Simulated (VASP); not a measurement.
# Cd (I4_1/amd) in VASP: notebook

Cd is run at these levels: r2SCAN; tasks: single point, relaxation of cell and atoms.

Program: VASP 6.6.1. These are calculated values, not measurements. Logs are shortened: lines on timing, memory, paths and dates and some standing lists are left out, and cuts for length are marked.

## (1) The cell of the first run

Symmetry: I4_1/amd, No. 141, tetragonal system. Conventional cell: a = 5.764 Å, b = 5.764 Å, c = 2.935 Å, α = 90.00°, β = 90.00°, γ = 90.00°. Cd (site symmetry -4m2) has 10 Cd at 2.93 to 3.63 Å within 3.9 Å.

## (2) Single point, r2SCAN

Input file POSCAR:

```
Cd
1.0
   -2.8820671216      2.8820671216      1.4673064282
    2.8820671216     -2.8820671216      1.4673064282
    2.8820671216      2.8820671216     -1.4673064282
Cd
2
Direct
    0.0000000000      0.0000000000      0.0000000000
    0.7500000000      0.2500000000      0.5000000000
```

Input file INCAR.step1:

```
  ALGO = Normal
  EDIFF = 1E-4
  ENCUT = 520
  GGA = PE
  ISMEAR = 0
  LASPH = T
  LCHARG = F
  LREAL = F
  LWAVE = T
  NBANDS = 19
  NELM = 100
  PREC = Accurate
  SIGMA = 0.1
```

Input file INCAR.step2:

```
  ALGO = Normal
  EDIFF = 1E-6
  ENCUT = 520
  ISIF = 2
  ISMEAR = 0
  ISTART = 1
  LASPH = T
  LCHARG = F
  LMIXTAU = T
  LREAL = F
  LWAVE = F
  METAGGA = R2SCAN
  NBANDS = 19
  NELM = 100
  PREC = Accurate
  SIGMA = 0.1
```

Input file KPOINTS:

```
k-points
0
Gamma
  6 6 6
```

Potentials or basis: VASP PAW PBE potentials, release 64 (Cd).

On the command line:

```sh
$ cat potpaw_PBE.64/Cd/POTCAR > POTCAR
$ cp INCAR.step1 INCAR
$ mpirun -np 1 vasp_std > vasp.out
$ cp INCAR.step2 INCAR
$ mpirun -np 1 vasp_std > vasp.out
```

OUTCAR:

```text
EDIFF = 1E-6
   ENCUT = 520
   ISIF = 2
   ISMEAR = 0
   ISTART = 1
   LASPH = T
   LREAL = F
   METAGGA = R2SCAN
   NELM = 100
   PREC = Accurate

 ion  position               nearest neighbor table
   1  0.000  0.000  0.000-   2 2.97   2 2.97   2 2.97   2 2.97   2 3.63   2 3.63   2 3.63   2 3.63

   2  0.750  0.250  0.500-   1 2.97   1 2.97   1 2.97   1 2.97   1 3.63   1 3.63   1 3.63   1 3.63

  LATTYP: Found a body centered tetragonal cell.
 ALAT       =     5.7641342432
 C/A-ratio  =     0.5091159804

  Lattice vectors:

 A1 = (  -2.8820671216,   2.8820671216,   1.4673064282)
 A2 = (   2.8820671216,  -2.8820671216,   1.4673064282)
 A3 = (   2.8820671216,   2.8820671216,  -1.4673064282)

Analysis of symmetry for initial positions (statically):
=====================================================================
 Subroutine PRICEL returns:
 Original cell was already a primitive cell.

 Routine SETGRP: Setting up the symmetry group for a
 body centered tetragonal supercell.

 Subroutine GETGRP returns: Found 16 space group operations
 (whereof  8 operations were pure point group operations)
 out of a pool of 16 trial point group operations.

The static configuration has the point symmetry D_2d.
 The point group associated with its full space group is D_4h.

Analysis of symmetry for dynamics (positions and initial velocities):
=====================================================================
 Subroutine PRICEL returns:
 Original cell was already a primitive cell.

 Routine SETGRP: Setting up the symmetry group for a
 body centered tetragonal supercell.

 Subroutine GETGRP returns: Found 16 space group operations
 (whereof  8 operations were pure point group operations)
 out of a pool of 16 trial point group operations.

The dynamic configuration has the point symmetry D_2d.
 The point group associated with its full space group is D_4h.

 Subroutine INISYM returns: Found 16 space group operations
 (whereof  8 operations are pure point group operations),
 and found     1 'primitive' translations

----------------------------------------------------------------------------------------

                                     Primitive cell

  volume of cell :      48.7516

  direct lattice vectors                    reciprocal lattice vectors
    -2.882067122  2.882067122  1.467306428     0.000000000  0.173486591  0.340760451
     2.882067122 -2.882067122  1.467306428     0.173486591  0.000000000  0.340760451
     2.882067122  2.882067122 -1.467306428     0.173486591  0.173486591  0.000000000

  length of vectors
     4.331929125  4.331929125  4.331929125     0.382381069  0.382381069  0.245347090

  position of ions in fractional coordinates (direct lattice)
     0.000000000  0.000000000  0.000000000
     0.750000000  0.250000000  0.500000000

  ion indices of the primitive-cell ions
   primitive index   ion index
                 1           1
                 2           2

----------------------------------------------------------------------------------------

 KPOINTS: k-points

Automatic generation of k-mesh.
 Grid dimensions read from file:
 generate k-points for:    6    6    6

 Generating k-lattice:

  Cartesian coordinates                     Fractional coordinates (reciprocal lattice)
     0.000000000  0.028914432  0.056793408     0.166666667 -0.000000000  0.000000000
     0.028914432  0.000000000  0.056793408    -0.000000000  0.166666667  0.000000000
     0.028914432  0.028914432  0.000000000     0.000000000  0.000000000  0.166666667

  Length of vectors
     0.063730178  0.063730178  0.040891182

  Shift w.r.t. Gamma in fractional coordinates (k-lattice)
     0.000000000  0.000000000  0.000000000

 Subroutine IBZKPT returns following result:
 ===========================================

 Found     30 irreducible k-points:

 Following reciprocal coordinates:
            Coordinates               Weight
  0.000000  0.000000  0.000000      1.000000
  0.166667 -0.000000  0.000000      8.000000
  0.333333  0.000000  0.000000      8.000000
  0.500000  0.000000  0.000000      4.000000
  0.166667  0.166667  0.000000      8.000000
  0.333333  0.166667  0.000000     16.000000
[... 16 lines left out ...]
 -0.333333 -0.333333  0.166667      8.000000
 -0.166667 -0.333333  0.166667      8.000000
 [... further k-points ...]
   k-points           NKPTS =     30   k-points in BZ     NKDIM =     30   number of bands    NBANDS=     19
   number of dos      NEDOS =    301   number of ions     NIONS =      2
   total plane-waves  NPLWV =  32768
   dimension x,y,z NGX =    32 NGY =   32 NGZ =   32
   dimension x,y,z NGXF=    64 NGYF=   64 NGZF=   64
   ions per type =               2
   NGX,Y,Z   is equivalent  to a cutoff of  12.28, 12.28, 12.28 a.u.
   NGXF,Y,Z  is equivalent  to a cutoff of  24.56, 24.56, 24.56 a.u.
 SYSTEM =  unknown system
   PREC   = accura    normal or accurate (medium, high low for compatibility)
   ISTART =      1    job   : 0-new  1-cont  2-samecut
   ICHARG =      0    charge: 1-file 2-atom 10-const
   ISPIN  =      1    spin polarized calculation?
   LNONCOLLINEAR =      F non collinear calculations
   LSORBIT =      F    spin-orbit coupling
   LASPH  =      T    aspherical Exc in radial PAW
   ENCUT  =  520.0 eV  38.22 Ry    6.18 a.u.   8.05  8.05  8.05*2*pi/ulx,y,z
   NELM   =    100;   NELMIN=  2; NELMDL=  0     # of ELM steps
   EDIFF  = 0.1E-05   stopping-criterion for ELM
   LREAL  =      F    real-space projection
   EDIFFG = 0.1E-04   stopping-criterion for IOM
   NSW    =      0    number of steps for IOM
   IBRION =     -1    ionic relax: 0-MD 1-quasi-New 2-CG
   NFREE  =      0    steps in history (QN), initial steepest desc. (CG)
   ISIF   =      2    stress and relaxation
   ISYM   =      2    0-nonsym 1-usesym 2-fastsym
   POTIM  = 0.5000    time-step for ionic-motion
   TEBEG  =    0.0;   TEEND  =   0.0 temperature during run
   PSTRESS=    0.0 pullay stress
   NELECT =      24.0000    total number of electrons
   NUPDOWN=      -1.0000    fix difference up-down
   EMIN   =  10.00;   EMAX   =-10.00  energy-range for DOS
   EFERMI =   0.00;   METHOD = LEGACY
   ISMEAR =     0;   SIGMA  =   0.10  broadening in eV -4-tet -1-fermi 0-gaus
   EFERMI_NEDOS =   21; number of points for ismear=-14 and -15
   IALGO  =     38    algorithm
   IMIX   =      4    mixing-type and parameters
     AMIX     =   0.40;   BMIX     =  1.00
     AMIX_MAG =   1.60;   BMIX_MAG =  1.00
  volume/ion in A,a.u.               =      24.38       164.50
  Fermi-wavevector in a.u.,A,eV,Ry     =   1.292654  2.442762 22.734709  1.670954
  Thomas-Fermi vector in A             =   2.424348
   LORBIT       =      0    0 simple, 1 ext, 2 COOP (PROOUT), +10 PAW based schemes
   METAGGA = R2SCAN    functional components
   LHFCALC =     F    Hartree Fock is set to
   AEXX    =    0.0000 exact exchange contribution
   IVDW    =     0    specifies the selected vdW correction
   LEPSILON=     F    determine dielectric tensor
   LRPA    =     F    only Hartree local field effects (RPA)
 non-spin polarized calculation
 Gauss-broadening in eV      SIGMA  =   0.10
  energy-cutoff  :      520.00
  volume of cell :       48.75
 maximum number of plane-waves:      1338
   NGX = 17   NGY = 17   NGZ = 17

 number of electron      23.9999988 magnetization

 Free energy of the ion-electron system (eV)
  ---------------------------------------------------
  ext. energy  EPLUGINS =         0.00000000
  ---------------------------------------------------
  free energy    TOTEN  =       -39.99417117 eV

  energy without entropy =      -39.99110717  energy(sigma->0) =      -39.99263917

 E-fermi :   1.9930     XC(G=0): -11.0115

 val. band max:        1.7765556368   @ k =  -0.1667   0.3333   0.1667
 cond. band min:       1.9958812273   @ k =  -0.1667   0.1667   0.1667
 fundamental gap:      0.2193255906
 Fermi energy:         1.9930463173

 k-point     1 :       0.0000    0.0000    0.0000
  band No.  band energies     occupation
      1      -7.9900      2.00000
      2      -7.8647      2.00000
      3      -7.8632      2.00000
      4      -7.8479      2.00000
      5      -6.8394      2.00000
      6      -6.8394      2.00000
[... 11 lines left out ...]
     18      16.6392      0.00000
     19      17.0476      0.00000

 k-point     2 :       0.1667   -0.0000    0.0000
  band No.  band energies     occupation
      1      -7.9285      2.00000
      2      -7.7347      2.00000
      3      -7.6235      2.00000
      4      -7.5258      2.00000
      5      -7.1059      2.00000
      6      -7.0632      2.00000
[... 11 lines left out ...]
     18      12.9600      0.00000
     19      13.3599      0.00000

 k-point     3 :       0.3333    0.0000    0.0000
  band No.  band energies     occupation
      1      -7.8100      2.00000
      2      -7.6250      2.00000
      3      -7.5239      2.00000
      4      -7.3960      2.00000
      5      -7.3570      2.00000
      6      -7.1205      2.00000
[... 11 lines left out ...]
     18      10.6014      0.00000
     19      12.0274      0.00000

 k-point     4 :       0.5000    0.0000    0.0000
  band No.  band energies     occupation
      1      -7.8051      2.00000
      2      -7.7631      2.00000
      3      -7.6399      2.00000
      4      -7.4920      2.00000
      5      -7.2351      2.00000
      6      -7.2333      2.00000
[... 11 lines left out ...]
     18      12.6372      0.00000
     19      14.0976      0.00000

 k-point     5 :       0.1667    0.1667    0.0000
  band No.  band energies     occupation
      1      -7.8456      2.00000
      2      -7.5959      2.00000
      3      -7.5679      2.00000
      4      -7.3657      2.00000
      5      -7.2248      2.00000
      6      -7.1974      2.00000
[... 11 lines left out ...]
     18      10.6198      0.00000
     19      11.4213      0.00000
[... 334 lines left out ...]
      2      -7.6425      2.00000
      3      -7.5223      2.00000
      4      -7.3249      2.00000
      5      -7.2852      2.00000
      6      -7.0241      2.00000
[... 11 lines left out ...]
     18      14.2729      0.00000
     19      16.0553      0.00000

 k-point    22 :      -0.1667    0.5000    0.1667
  band No.  band energies     occupation
      1      -7.7220      2.00000
      2      -7.5812      2.00000
      3      -7.5410      2.00000
      4      -7.4199      2.00000
      5      -7.1990      2.00000
      6      -7.1246      2.00000
[... 11 lines left out ...]
     18      14.8037      0.00000
     19      15.8673      0.00000

 k-point    23 :      -0.3333   -0.3333    0.1667
  band No.  band energies     occupation
      1      -7.7362      2.00000
      2      -7.6130      2.00000
      3      -7.4005      2.00000
      4      -7.2920      2.00000
      5      -7.2115      2.00000
      6      -7.2039      2.00000
[... 11 lines left out ...]
     18      13.8751      0.00000
     19      16.0020      0.00000

 k-point    24 :      -0.1667   -0.3333    0.1667
  band No.  band energies     occupation
      1      -7.8225      2.00000
      2      -7.7275      2.00000
      3      -7.5873      2.00000
      4      -7.3457      2.00000
      5      -7.3204      2.00000
      6      -7.2268      2.00000
[... 11 lines left out ...]
     18      11.1767      0.00000
     19      12.4976      0.00000

 [... further k-points ...]
[... 5 lines left out ...]
  --------------------------------------------------------------------------------------
  -------------------------------------------------------------------------------------
  Total        0.1391003      0.1391003      0.0705503      0.0000000      0.0000000      0.0000000
  in kB        4.5714035      4.5714035      2.3185718      0.0000000      0.0000000      0.0000000
  external PRESSURE =       3.8204596 kB  Pullay stress =       0.0000000 kB

 VOLUME and BASIS-vectors are now :
 -----------------------------------------------------------------------------
  energy-cutoff  :      520.00
  volume of cell :       48.75
      direct lattice vectors                 reciprocal lattice vectors
    -2.882067122  2.882067122  1.467306428     0.000000000  0.173486591  0.340760451
     2.882067122 -2.882067122  1.467306428     0.173486591  0.000000000  0.340760451
     2.882067122  2.882067122 -1.467306428     0.173486591  0.173486591  0.000000000

 POSITION                                       TOTAL-FORCE (eV/Angst)
 -----------------------------------------------------------------------------------
      0.00000      0.00000      0.00000        -0.000000     -0.000000     -0.000000
      0.00000      2.88207      0.73365         0.000000      0.000000      0.000000
 -----------------------------------------------------------------------------------
    total drift:                                0.000000     -0.000000      0.000000

  FREE ENERGIE OF THE ION-ELECTRON SYSTEM (eV)
  ---------------------------------------------------
  free  energy   TOTEN  =       -39.9941711654 eV

  energy  without entropy=      -39.9911071670  energy(sigma->0) =      -39.99263917
```

It took 46 s on 1 thread of Intel Xeon Platinum 8488C (Sapphire Rapids), shared host; peak memory 0.19 GiB.

What came out:

- Free energy: -39.9942 eV
- Pressure: 0.4 GPa
- Band gap on the k mesh: zero (band 12 reaches 5.66 eV, above the bottom of band 13 at -0.38 eV)

Levels at points of the mesh, in eV from the Fermi level:
| k point | band 10 | band 11 | band 12 | band 13 | band 14 | band 15 |
| --- | --- | --- | --- | --- | --- | --- |
| (0.00, 0.00, 0.00) | -8.35 | -8.27 | 1.30 | 1.30 | 2.51 | 6.25 |
| (0.50, 0.00, 0.00) | -8.37 | -1.76 | -1.27 | 2.13 | 3.19 | 3.70 |
| (0.50, 0.50, 0.00) | -8.70 | -5.53 | -5.53 | 4.74 | 4.74 | 6.16 |
| (0.50, 0.50, 0.50) | -8.80 | -2.74 | -2.74 | -2.37 | -2.37 | 11.97 |

Caveat: the k points lie up to 0.40 Å⁻¹ apart; the PAW data sets were made with another functional, which shifts forces and pressure a little.

## (3) Relaxation of cell and atoms, r2SCAN

This run uses another cell than the first one, of 22.18 Å³/atom, 0.910 times its volume.

Input file POSCAR:

```
Cd
1.0
   -2.7291817545      2.7291817545      1.4888190263
    2.7291817545     -2.7291817545      1.4888190263
    2.7291817545      2.7291817545     -1.4888190263
Cd
2
Direct
    0.0000000000      0.0000000000      0.0000000000
    0.7500000000      0.2500000000      0.5000000000
```

Input file INCAR.step1:

```
SYSTEM = Cd
ALGO = Normal ; EDIFF = 1E-4
ENCUT = 600 ; GGA = PE
ISMEAR = 0 ; LASPH = .TRUE.
LCHARG = .FALSE. ; LREAL = .FALSE.
LWAVE = .TRUE. ; NELM = 100
PREC = Accurate ; SIGMA = 0.1
```

Input file INCAR.step2:

```
SYSTEM = Cd
ALGO = Normal ; EDIFF = 1E-6
EDIFFG = -0.04 ; ENCUT = 600
IBRION = 2 ; ISIF = 3
ISMEAR = 0 ; ISTART = 1
LASPH = .TRUE. ; LCHARG = .FALSE.
LMIXTAU = .TRUE. ; LREAL = .FALSE.
LWAVE = .FALSE. ; METAGGA = R2SCAN
NELM = 100 ; NSW = 90
PREC = Accurate ; SIGMA = 0.1
```

Input file KPOINTS:

```
k-points
0
G
  6 6 6
  0 0 0
```

Potentials or basis: VASP PAW PBE potentials, release 64 (Cd).

On the command line:

```sh
$ cat potpaw_PBE.64/Cd/POTCAR > POTCAR
$ cp INCAR.step1 INCAR
$ mpirun -np 1 vasp_std > vasp.out
$ cp INCAR.step2 INCAR
$ mpirun -np 1 vasp_std > vasp.out
```

Wall time 4.5 min (1 thread of Intel Xeon Platinum 8488C (Sapphire Rapids), shared host); peak memory 0.24 GiB.

The run converged. Its results:

```yaml
Free_energy: -39.9919 eV
Relaxed_volume: 24.62 Å³/atom
Relaxed_cell: a = 4.348 Å, b = 4.348 Å, c = 4.348 Å, α = 96.57°, β = 96.57°, γ = 140.47°
Space_group_after_relaxing_to_0.05_Å: I4_1/amd (No. 141)
Energy_gained_by_relaxing: 69.0 meV/atom
Ionic_steps: 4
Pressure_after_relaxing: -0.1 GPa
Band_gap_on_the_k_mesh: zero (band 12 reaches 5.58 eV, above the bottom of band 13 at -0.40 eV)
```

The path:
| step | energy change (eV) | largest force (eV/Å) | pressure (GPa) | volume (Å³) |
| --- | --- | --- | --- | --- |
| 1 | 0.0000 | 0.0000 | 5.93 | 44.36 |
| 2 | -0.1352 | 0.0000 | -0.57 | 49.78 |
| 3 | -0.1352 | 0.0000 | -0.50 | 49.70 |
| 4 | -0.1380 | 0.0000 | -0.10 | 49.24 |

Final structure:
```
Cd
1.0
    -2.89345    2.89345    1.47023
     2.89345   -2.89345    1.47023
     2.89345    2.89345   -1.47023
Cd
2
Direct
  0.00000 0.00000 0.00000
  0.75000 0.25000 0.50000
```

Levels at points of the mesh, in eV from the Fermi level:
```
           k point  band 10  band 11  band 12  band 13  band 14  band 15
(0.00, 0.00, 0.00)    -8.35    -8.21     1.29     1.29     2.43     6.22
(0.50, 0.00, 0.00)    -8.37    -1.72    -1.27     2.12     3.19     3.65
(0.50, 0.50, 0.00)    -8.69    -5.50    -5.50     4.69     4.69     6.09
(0.50, 0.50, 0.50)    -8.78    -2.76    -2.76    -2.34    -2.34    11.94
```

Caveat: the k points lie up to 0.40 Å⁻¹ apart in the final cell; the PAW data sets were made with another functional, which shifts forces and pressure a little.

[end of part 1 of 2]
